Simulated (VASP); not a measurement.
# BaTaH4 (Pmm2) in VASP: a series of runs

BaTaH4 is run at these levels: PBE; tasks: single point.

Everything below comes from runs of VASP 6.6.1. Logs are shortened: lines on timing, memory, paths and dates and some standing lists are left out, and cuts for length are marked.

## Step 1: The cell of the first run

It takes space group Pmm2 (No. 25, orthorhombic). Conventional cell: a = 3.006 Å, b = 3.266 Å, c = 6.822 Å, α = 90.00°, β = 90.00°, γ = 90.00°. Within 3.1 Å of Ba (site symmetry mm2) lie 10 H at 2.38 to 2.90 Å and 2 Ba at 3.01 Å. Within 2.7 Å of Ta (site symmetry mm2) lie 10 H at 2.07 to 2.46 Å. H (site symmetry mm2) has 3 H at 1.62 to 1.85 Å within 2.2 Å. H (site symmetry mm2) has 5 H at 2.31 to 3.01 Å and 4 Ba at 2.38 Å and 2 Ta at 3.09 Å within 3.1 Å. Within 2.5 Å of H (site symmetry mm2) lie 2 H at 1.85 Å and 2 Ta at 2.07 Å. Within 2.2 Å of H (site symmetry mm2) lie 1 H at 1.62 Å.

## Step 2: Single point, PBE

File INCAR:

```
  PREC = Accurate
  ENCUT = 520
  EDIFF = 1E-6
  ISMEAR = 0
  SIGMA = 0.1
  LREAL = F
  LASPH = T
  NELM = 80
  ALGO = Normal
  ISIF = 2
  LWAVE = F
  LCHARG = F
  GGA = PE
  NBANDS = 22
```

File KPOINTS:

```
regular mesh
0
Gamma
  6 6 4
```

File POSCAR:

```
BaTaH4
1.0
    3.0055845550      0.0000000000      0.0000000000
    0.0000000000      3.2663968914      0.0000000000
    0.0000000000      0.0000000000      6.8217074427
Ba Ta H
1 1 4
Direct
    0.0000000000      0.0000000000      0.9733305381
    0.0000000000      0.5000000000      0.4527578396
    0.5000000000      0.0000000000      0.3716813076
    0.5000000000      0.5000000000      0.8489650471
    0.5000000000      0.5000000000      0.2436728839
    0.5000000000      0.0000000000      0.6095923837
```

Potentials or basis: VASP PAW PBE potentials, release 64 (Ba_sv, Ta_pv, H).

On the command line:

```console
$ cat potpaw_PBE.64/Ba_sv/POTCAR potpaw_PBE.64/Ta_pv/POTCAR potpaw_PBE.64/H/POTCAR > POTCAR
$ mpirun -np 1 vasp_std > vasp.out
```

OUTCAR:

```text
PREC = Accurate
   ENCUT = 520
   EDIFF = 1E-6
   ISMEAR = 0
   LREAL = F
   LASPH = T
   NELM = 80
   ISIF = 2
   GGA = PE

 ion  position               nearest neighbor table
   1  0.000  0.000  0.973-   4 2.38   4 2.38   4 2.38   4 2.38   2 3.66   2 3.66   2 3.91   2 3.91

   2  0.000  0.500  0.453-   5 2.07   5 2.07   1 3.66   1 3.66   1 3.91   1 3.91
   3  0.500  0.000  0.372-
   4  0.500  0.500  0.849-   1 2.38   1 2.38   1 2.38   1 2.38
   5  0.500  0.500  0.244-   2 2.07   2 2.07
   6  0.500  0.000  0.610-

  LATTYP: Found a simple orthorhombic cell.
 ALAT       =     3.0055845550
 B/A-ratio  =     1.0867759105
 C/A-ratio  =     2.2696774347

  Lattice vectors:

 A1 = (   3.0055845550,   0.0000000000,   0.0000000000)
 A2 = (   0.0000000000,   3.2663968914,   0.0000000000)
 A3 = (   0.0000000000,   0.0000000000,   6.8217074427)

Analysis of symmetry for initial positions (statically):
=====================================================================
 Subroutine PRICEL returns:
 Original cell was already a primitive cell.

 Routine SETGRP: Setting up the symmetry group for a
 simple orthorhombic supercell.

 Subroutine GETGRP returns: Found  4 space group operations
 (whereof  4 operations were pure point group operations)
 out of a pool of  8 trial point group operations.

The static configuration has the point symmetry C_2v.

Analysis of symmetry for dynamics (positions and initial velocities):
=====================================================================
 Subroutine PRICEL returns:
 Original cell was already a primitive cell.

 Routine SETGRP: Setting up the symmetry group for a
 simple orthorhombic supercell.

 Subroutine GETGRP returns: Found  4 space group operations
 (whereof  4 operations were pure point group operations)
 out of a pool of  8 trial point group operations.

The dynamic configuration has the point symmetry C_2v.

 Subroutine INISYM returns: Found  4 space group operations
 (whereof  4 operations are pure point group operations),
 and found     1 'primitive' translations

----------------------------------------------------------------------------------------

                                     Primitive cell

  volume of cell :      66.9716

  direct lattice vectors                    reciprocal lattice vectors
[... 91 lines left out ...]
   LSORBIT =      F    spin-orbit coupling
   LASPH  =      T    aspherical Exc in radial PAW
   ENCUT  =  520.0 eV  38.22 Ry    6.18 a.u.   5.59  6.07 12.68*2*pi/ulx,y,z
   NELM   =     80;   NELMIN=  2; NELMDL= -5     # of ELM steps
   EDIFF  = 0.1E-05   stopping-criterion for ELM
   LREAL  =      F    real-space projection
   EDIFFG = 0.1E-04   stopping-criterion for IOM
   NSW    =      0    number of steps for IOM
   IBRION =     -1    ionic relax: 0-MD 1-quasi-New 2-CG
   NFREE  =      0    steps in history (QN), initial steepest desc. (CG)
   ISIF   =      2    stress and relaxation
   ISYM   =      2    0-nonsym 1-usesym 2-fastsym
   POTIM  = 0.5000    time-step for ionic-motion
   TEBEG  =    0.0;   TEEND  =   0.0 temperature during run
   PSTRESS=    0.0 pullay stress
   NELECT =      25.0000    total number of electrons
   NUPDOWN=      -1.0000    fix difference up-down
   EMIN   =  10.00;   EMAX   =-10.00  energy-range for DOS
   EFERMI =   0.00;   METHOD = LEGACY
   ISMEAR =     0;   SIGMA  =   0.10  broadening in eV -4-tet -1-fermi 0-gaus
   EFERMI_NEDOS =   21; number of points for ismear=-14 and -15
   IALGO  =     38    algorithm
   IMIX   =      4    mixing-type and parameters
     AMIX     =   0.40;   BMIX     =  1.00
     AMIX_MAG =   1.60;   BMIX_MAG =  1.00
  volume/ion in A,a.u.               =      11.16        75.32
  Fermi-wavevector in a.u.,A,eV,Ry     =   1.178758  2.227529 18.904880  1.389469
  Thomas-Fermi vector in A             =   2.315081
   LORBIT       =      0    0 simple, 1 ext, 2 COOP (PROOUT), +10 PAW based schemes
   GGA     = PE    functional components
   LHFCALC =     F    Hartree Fock is set to
   AEXX    =    0.0000 exact exchange contribution
   IVDW    =     0    specifies the selected vdW correction
   LEPSILON=     F    determine dielectric tensor
   LRPA    =     F    only Hartree local field effects (RPA)
 non-spin polarized calculation
 Gauss-broadening in eV      SIGMA  =   0.10
  energy-cutoff  :      520.00
  volume of cell :       66.97
 maximum number of plane-waves:      1836
 NGX is ok and might be reduce to    24
   NGX = 11   NGY = 13   NGZ = 25

 number of electron      25.0000000 magnetization

 Free energy of the ion-electron system (eV)
  ---------------------------------------------------
  ext. energy  EPLUGINS =         0.00000000
  ---------------------------------------------------
  free energy    TOTEN  =       -24.43059521 eV

  energy without entropy =      -24.41037644  energy(sigma->0) =      -24.42048583

 E-fermi :   4.4268     XC(G=0): -10.5322

 val. band max:        4.4255615128   @ k =   0.5000   0.1667   0.5000
 cond. band min:       4.4278339488   @ k =   0.1667   0.5000   0.0000
 fundamental gap:      0.0022724360
 Fermi energy:         4.4268209437

 k-point     1 :       0.0000    0.0000    0.0000
  band No.  band energies     occupation
      1     -31.0310      2.00000
      2     -30.9788      2.00000
      3     -30.7307      2.00000
      4     -24.5811      2.00000
      5      -9.9300      2.00000
      6      -8.1585      2.00000
[... 589 lines left out ...]
     21       9.7977      0.00000
     22      10.6027      0.00000

 [... further k-points ...]
[... 5 lines left out ...]
  --------------------------------------------------------------------------------------
  -------------------------------------------------------------------------------------
  Total        0.9629129      0.9477898      0.4246656      0.0000000      0.0000000      0.0000000
  in kB       23.0359741     22.6741808     10.1593665      0.0000000      0.0000000      0.0000000
  external PRESSURE =      18.6231738 kB  Pullay stress =       0.0000000 kB

 VOLUME and BASIS-vectors are now :
 -----------------------------------------------------------------------------
  energy-cutoff  :      520.00
  volume of cell :       66.97
      direct lattice vectors                 reciprocal lattice vectors
     3.005584555  0.000000000  0.000000000     0.332713980  0.000000000  0.000000000
     0.000000000  3.266396891  0.000000000     0.000000000  0.306147732  0.000000000
     0.000000000  0.000000000  6.821707443     0.000000000  0.000000000  0.146590866

 POSITION                                       TOTAL-FORCE (eV/Angst)
 -----------------------------------------------------------------------------------
      0.00000      0.00000      6.63978         0.000000      0.000000      0.074214
      0.00000      1.63320      3.08858         0.000000      0.000000     -0.003577
      1.50279      0.00000      2.53550         0.000000      0.000000      0.030331
      1.50279      1.63320      5.79139         0.000000      0.000000     -0.127742
      1.50279      1.63320      1.66227         0.000000      0.000000      0.075870
      1.50279      0.00000      4.15846         0.000000      0.000000     -0.049095
 -----------------------------------------------------------------------------------
    total drift:                                0.000000      0.000000      0.000577

  FREE ENERGIE OF THE ION-ELECTRON SYSTEM (eV)
  ---------------------------------------------------
  free  energy   TOTEN  =       -24.4305952128 eV

  energy  without entropy=      -24.4103764435  energy(sigma->0) =      -24.42048583
```

Run time: 24 s. Hardware: 1 thread of Intel Xeon 6975P-C (Granite Rapids), shared host; peak memory 0.23 GiB.

What came out:

* Free energy: -24.4306 eV
* Pressure: 1.9 GPa
* Largest force: 0.128 eV/Å

Forces on the atoms (eV/Å):
```
Ba   0.000  0.000  0.074
Ta   0.000  0.000 -0.004
H    0.000  0.000  0.030
H    0.000  0.000 -0.128
H    0.000  0.000  0.076
H    0.000  0.000 -0.049
```

Levels at points of the mesh, in eV from the Fermi level:
```
           k point  band 8  band 9  band 10  band 11  band 12  band 13  band 14  band 15  band 16  band 17
(0.00, 0.00, 0.00)  -10.17   -5.16    -4.77    -2.57    -2.07    -0.31     0.71     1.58     2.29     2.68
(0.50, 0.00, 0.00)   -7.53   -6.10    -3.58    -2.35    -0.93    -0.50     0.54     1.41     1.50     2.27
(0.00, 0.50, 0.00)   -6.92   -6.57    -4.16    -4.08    -1.80     0.85     0.88     1.56     1.97     2.55
(0.50, 0.50, 0.00)   -7.68   -6.25    -5.02    -2.34    -0.83    -0.10     0.94     0.96     1.39     2.74
(0.00, 0.00, 0.50)   -9.70   -6.36    -3.82    -2.93    -2.05    -0.32     0.89     1.65     2.69     3.24
(0.50, 0.00, 0.50)   -7.68   -5.68    -3.23    -2.84    -0.48    -0.21     0.41     0.68     1.50     1.59
(0.00, 0.50, 0.50)   -6.90   -6.60    -4.84    -3.36    -2.09     0.83     0.84     1.77     1.93     3.62
(0.50, 0.50, 0.50)   -7.76   -6.46    -4.57    -1.39    -1.31    -1.21    -0.06     0.65     2.44     3.59
```

Caveat: spin-orbit coupling is left out, which moves the levels of the heavy elements.

(Part 1 of 2 ends here.)
